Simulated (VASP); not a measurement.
Write the native input for VASP 6.6.1 that does the following.

- Task: relaxation of the atoms
- Functional: PBEsol
- Potentials or basis: VASP PAW PBE potentials, release 64 (Cd, Se)
- Cutoff: 520 eV
- k mesh: 6 × 6 × 6
- Occupations: gaussian, width 0.01 eV
- Spin: no spin polarisation
- Dipole correction: no
- Further INCAR settings: ALGO = Normal; EDIFF = 1e-06; IBRION = 2; EDIFFG = -0.002; NSW = 50

The structure of CdSe lies in POSCAR:

```
CdSe
1.0
   -0.0152067354      3.0337437075      3.0337437075
    3.0337437075     -0.0152067354      3.0337437075
    3.0337437075      3.0337437075     -0.0152067354
Cd Se
1 1
Direct
    0.0000000000      0.0000000000      0.0000000000
    0.7500000000      0.7500000000      0.7500000000
```

This cell differs from its parent crystal: equal xy, yz and zx engineering shears of -0.5 %.

These files were run (other wordings do the same):

INCAR

```
SYSTEM = CdSe
PREC = Accurate
ENCUT = 520
EDIFF = 1E-6
ISMEAR = 0
SIGMA = 0.01
LREAL = .False.
LASPH = .True.
NELM = 100
ALGO = Normal
ISIF = 2
LWAVE = .False.
LCHARG = .False.
GGA = PS
IBRION = 2
NSW = 50
EDIFFG = -0.002
```

KPOINTS

```
regular mesh
0
Gamma
  6 6 6
  0 0 0
```

Potentials or basis: VASP PAW PBE potentials, release 64 (Cd, Se).

Command:

```bash
$ cat potpaw_PBE.64/Cd/POTCAR potpaw_PBE.64/Se/POTCAR > POTCAR
$ mpirun -np 1 vasp_std > vasp.out
```

It gave:

- Energy gained by relaxing: 0.2 meV/atom
- Ionic steps: 3
- Pressure after relaxing: 0.3 GPa
- Band gap on the k mesh: 0.46 eV, direct

Caveat: the cell differs from its parent crystal (equal xy, yz and zx engineering shears of -0.5 %); the PAW data sets were made with another functional, which shifts forces and pressure a little.

It took 27 s on 1 thread of Intel Xeon 6975P-C (shared host), peak memory 0.19 GiB.
